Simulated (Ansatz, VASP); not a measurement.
## One calculation of BeZn3Te4, two programs

```
Be Zn Te
1.0
     6.04691   -0.00258   -0.00280
    -0.00253    6.05265    0.00429
    -3.02498   -3.02070    6.03580
Be Zn Te
1 3 4
Direct
  0.00007 0.99974 0.99976
  0.74936 0.25039 0.50011
  0.24945 0.75052 0.50002
  0.50078 0.49986 0.00036
  0.64547 0.64579 0.76165
  0.11600 0.11631 0.76172
  0.35427 0.88366 0.23796
  0.88461 0.35373 0.23841
```

Change from the starting cell: cell x1, atoms moved at random (sigma 0.05 Å) and cell strained at random (1.5 %), then relaxed without symmetry.

Alike in both runs: functional PBE; k mesh 4 × 4 × 4; occupations gaussian, width 0.1 eV; no spin polarisation.

Ansatz relaxed the structure, and its values are those at the end. VASP's run is a single point on that final structure, the one shown.

|  | VASP | Ansatz |
| --- | --- | --- |
| version | VASP 6.6.1 | Ansatz 0.2.0 |
| potentials or method | VASP PAW PBE potentials, release 64 (Be, Zn, Te), cutoff 520 eV | scalar-relativistic, plane waves, PAW |
| valence electrons in the cell | 62 | 102 |

```csv
,VASP,Ansatz,Ansatz less VASP
gap on the k mesh at the Fermi level (eV),1.61,1.61,0.000
least direct gap on the mesh (eV),1.61,1.61,0.000
pressure (GPa),0.1,0.0,-0.10
rms of the force components (eV/Å),0.005,0.005,-0.0002
```

VASP's potentials hold 62 valence electrons a cell and Ansatz's 102, so a difference there can come from the potentials and not from the codes.

Spin-orbit coupling is off throughout.
